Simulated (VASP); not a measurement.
Crystal: As.

```
CELL_PARAMETERS angstrom
2.95798 0.00000 0.00000
-1.47899 2.56169 0.00000
0.00000 0.00000 9.66077
ATOMIC_POSITIONS crystal
As 0.00000 0.00000 0.00000
As 0.00000 0.00000 0.50000
As 0.33333 0.66667 0.25000
As 0.66667 0.33333 0.75000
```

```yaml
Program: VASP 6.6.1
Task: relaxation of cell and atoms
Functional: revPBE
Potentials_or_basis: VASP PAW PBE potentials, release 64 (As)
Cutoff: 600 eV
k_mesh: 12 × 12 × 4
Occupations: fermi-dirac, width 0.1 eV
Spin: no spin polarisation
```

At the start: pressure 6.0 GPa; volume 18.30 Å³/atom.

Where does the relaxation end?

Over 7 steps the energy falls by 25.3 meV/atom and the volume is 19.60 Å³/atom (+7.1 %); space group P6_3/mmc (No. 194, to 0.05 Å).

Step by step:
| step | energy change (eV) | largest force (eV/Å) | pressure (GPa) | volume (Å³) |
| --- | --- | --- | --- | --- |
| 1 | 0.0000 | 0.0000 | 6.01 | 73.20 |
| 2 | -0.0769 | 0.0000 | -2.23 | 80.71 |
| 3 | -0.0930 | 0.0000 | -0.10 | 78.35 |
| 4 | -0.0970 | 0.0000 | -0.07 | 78.33 |
| 5 | -0.1011 | 0.0000 | 0.08 | 78.25 |
| 6 | -0.1011 | 0.0000 | 0.08 | 78.25 |
| 7 | -0.1011 | 0.0000 | -0.06 | 78.39 |

Final structure:
```
CELL_PARAMETERS angstrom
2.99000 0.00000 0.00000
-1.49500 2.58942 0.00000
0.00000 0.00000 10.12532
ATOMIC_POSITIONS crystal
As 0.00000 0.00000 0.00000
As 0.00000 0.00000 0.50000
As 0.33333 0.66667 0.25000
As 0.66667 0.33333 0.75000
```

Caveat: the PAW data sets were made with another functional, which shifts forces and pressure a little.
